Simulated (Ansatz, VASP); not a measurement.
## Ta: VASP beside Ansatz

```
Ta
1.0
    -1.64000    1.64000    1.64000
     1.64000   -1.64000    1.64000
     1.64000    1.64000   -1.64000
Ta
1
Cartesian
  0.0000 0.0000 0.0000
```

Alike in both runs: task single point; functional PBE; dispersion D3(BJ); k mesh 8 × 8 × 8; occupations gaussian, width 0.1 eV; no spin polarisation.

```csv
,VASP,Ansatz
version,VASP 6.6.1,Ansatz 0.2.0
potentials or method,"VASP PAW PBE potentials, release 64 (Ta_pv), cutoff 500 eV","scalar-relativistic, plane waves, PAW"
valence electrons in the cell,11,13
```

|  | VASP | Ansatz | Ansatz less VASP |
| --- | --- | --- | --- |
| gap on the k mesh at the Fermi level (eV) | none | none | - |
| pressure (GPa) | -0.7 | -0.9 | -0.14 |

A gap of «none» marks a metal or a gap that the smearing closes. VASP's potentials hold 11 valence electrons a cell and Ansatz's 13, so a difference there can come from the potentials and not from the codes.

Neither program's run includes spin-orbit coupling.
